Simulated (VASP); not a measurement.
InSb: single point with LDA

InSb:

```xyz
2
Lattice="2.9852 0.0000 0.0000 0.0000 2.9852 0.0000 0.0000 0.0000 5.6361" Properties=species:S:1:pos:R:3 pbc="T T T"
In    0.0000    0.0000    0.0000
Sb    0.0000    0.0000    2.8180
```

```yaml
Program: VASP 6.6.1
Task: single point
Functional: LDA
Potentials_or_basis: VASP PAW LDA potentials, release 64 (In_d, Sb)
Cutoff: 520 eV
k_mesh: 16 × 16 × 8
Occupations: gaussian, width 0.15 eV
Spin: no spin polarisation
```

```json
{
  "Pressure": "6.1 GPa",
  "Band gap on the k mesh": "zero (bands 9 and 10 overlap by 5.94 eV)"
}
```

Stress tensor (GPa, compression positive):
```
 2.78  0.00  0.00
 0.00  2.78  0.00
 0.00  0.00 12.88
```

Levels at points of the mesh, in eV from the Fermi level:
```csv
k point,band 7,band 8,band 9,band 10,band 11,band 12
"(0.00, 0.00, 0.00)",-6.88,-5.52,4.10,4.10,7.15,7.61
"(0.50, 0.00, 0.00)",-5.93,-3.06,-2.97,-1.64,2.83,6.55
"(0.50, 0.50, 0.00)",-3.56,-3.56,-0.72,1.11,1.11,1.52
"(0.00, 0.00, 0.50)",-9.14,-0.11,0.73,4.48,4.48,7.66
"(0.50, 0.00, 0.50)",-5.57,-5.45,-2.98,2.89,3.82,6.39
"(0.50, 0.50, 0.50)",-3.15,-3.15,-2.11,-0.08,-0.08,2.63
```

It took 57 s on 1 thread of Intel(R) Xeon(R) Platinum 8375C CPU @ 2.90GHz (Ice Lake) (shared host), peak memory 0.3 GiB.

Caveat: the cell stands under pressure; spin-orbit coupling is left out, which moves the levels of the heavy elements.
